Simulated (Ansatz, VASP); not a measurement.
MnO2 in VASP and in Ansatz

The input INCAR:

```
ALGO = Normal ; EDIFF = 1E-6
ENCUT = 520 ; ISIF = 2
ISMEAR = 0 ; ISPIN = 2
LASPH = T ; LCHARG = F
LDAU = T ; LDAUJ = 0 0
LDAUL = 2 -1 ; LDAUPRINT = 1
LDAUTYPE = 2 ; LDAUU = 4 0
LMAXMIX = 4 ; LORBIT = 11
LREAL = F ; LWAVE = F
MAGMOM = 2.79 -2.79 -0.01 0.01 -0.01 0.01 ; NBANDS = 38
NELM = 150 ; PREC = Accurate
SIGMA = 0.05
```

File KPOINTS:

```
k-points
0
Gamma
  4 4 7
```

POSCAR

```
MnO2
1.0
    4.3959987700      0.0000000000      0.0000000000
    0.0000000000      4.3959987700      0.0000000000
    0.0000000000      0.0000000000      2.8709991900
Mn O
2 4
Direct
    0.0000000000      0.0000000000      0.0000000000
    0.5000000000      0.5000000000      0.5000000000
    0.3020000000      0.3020000000      0.0000000000
    0.1980000000      0.8020000000      0.5000000000
    0.6980000000      0.6980000000      0.0000000000
    0.8020000000      0.1980000000      0.5000000000
```

Input for Ansatz:

```yaml
crystal:
  lattice:
    - [4.39599877, 0.0, 0.0]
    - [0.0, 4.39599877, 0.0]
    - [0.0, 0.0, 2.87099919]
  atoms:
    - { symbol: Mn, position: [0.0, 0.0, 0.0], spin: 3.0 }
    - { symbol: Mn, position: [0.5, 0.5, 0.5], spin: -3.0 }
    - { symbol: O, position: [0.302, 0.302, 0.0] }
    - { symbol: O, position: [0.198, 0.802, 0.5] }
    - { symbol: O, position: [0.698, 0.698, 0.0] }
    - { symbol: O, position: [0.802, 0.198, 0.5] }
basis:
  ecutwfc: 420
  ecutrho_ratio: 4
kpoints:
  mp_grid: { grid: [4, 4, 7] }
hamiltonian:
  xc: lda
  hubbard:
    sites:
      - { site: 0, l: d, u_eff: 4.0, starting_ns: [{ spin: up, occupation_matrix: s0up }, { spin: down, occupation_matrix: s0down }] }
      - { site: 1, l: d, u_eff: 4.0, starting_ns: [{ spin: up, occupation_matrix: s1up }, { spin: down, occupation_matrix: s1down }] }
    occupation_matrices:
      s0up:
        matrix:
          - [0.71608, 0.0, 0.0, 0.0, 0.42041]
          - [0.0, 0.495, 0.475, 0.0, 0.0]
          - [0.0, 0.475, 0.495, 0.0, 0.0]
          - [0.0, 0.0, 0.0, 0.97, 0.0]
          - [0.42041, 0.0, 0.0, 0.0, 0.27392]
      s0down:
        matrix:
          - [0.02, 0.0, 0.0, 0.0, 0.0]
          - [0.0, 0.02, 0.0, 0.0, 0.0]
          - [0.0, 0.0, 0.02, 0.0, 0.0]
          - [0.0, 0.0, 0.0, 0.02, 0.0]
          - [0.0, 0.0, 0.0, 0.0, 0.02]
      s1up:
        matrix:
          - [0.02, 0.0, 0.0, 0.0, 0.0]
          - [0.0, 0.02, 0.0, 0.0, 0.0]
          - [0.0, 0.0, 0.02, 0.0, 0.0]
          - [0.0, 0.0, 0.0, 0.02, 0.0]
          - [0.0, 0.0, 0.0, 0.0, 0.02]
      s1down:
        matrix:
          - [0.71608, 0.0, 0.0, 0.0, -0.42041]
          - [0.0, 0.495, -0.475, 0.0, 0.0]
          - [0.0, -0.475, 0.495, 0.0, 0.0]
          - [0.0, 0.0, 0.0, 0.97, 0.0]
          - [-0.42041, 0.0, 0.0, 0.0, 0.27392]
    ns_hold: { iters: 8 }
scf:
  occupations: { method: gaussian, width: 0.05 }
  lower_state_search: "off"
  max_iter: 150
output:
  forces: true
  stress: true
  eigenvalues: true
  populations: true
  hubbard: { sites: [{ site: 0, l: d }, { site: 1, l: d }] }
  write_density: true
  write_potential: true
  elf: true
  volumetric_format: npy
magnetization:
  spin_polarized: true
```

Alike in both runs: task single point; functional LDA; k mesh 4 × 4 × 7; occupations gaussian, width 0.05 eV; collinear spin; Hubbard terms Mn d U = 4.0 eV.

|  | VASP | Ansatz |
| --- | --- | --- |
| version | VASP 6.6.1 | Ansatz 0.2.0 |
| potentials or method | VASP PAW LDA potentials, release 64 (Mn_pv, O), cutoff 520 eV | scalar-relativistic, plane waves, PAW |
| valence electrons in the cell | 50 | 54 |

```tsv
	VASP	Ansatz	Ansatz less VASP
gap on the k mesh at the Fermi level (eV)	0.24	0.25	+0.012
least direct gap on the mesh (eV)	0.24	0.25	+0.012
pressure (GPa)	-7.1	-8.6	-1.49
traceless stress, the component that is largest in VASP (GPa)	-0.50	-0.17	+0.332
rms of the force components (eV/Å)	0.244	0.256	+0.0122
net moment per atom (μB)	0.00	0.00	0.000
size of the moment on the site where the two differ most (μB)	2.87	2.53	-0.334
```

LDA's correlation is that of Perdew and Zunger in VASP and of Perdew and Wang (1992) in Ansatz. Site moments also hang on the region over which each program counts them. The programs project onto different local orbitals, so the same U acts differently, and such runs can settle in different states. Atom by atom the forces differ by 0.012 eV/Å (rms over components). VASP's potentials hold 50 valence electrons a cell and Ansatz's 54, so a difference there can come from the potentials and not from the codes.
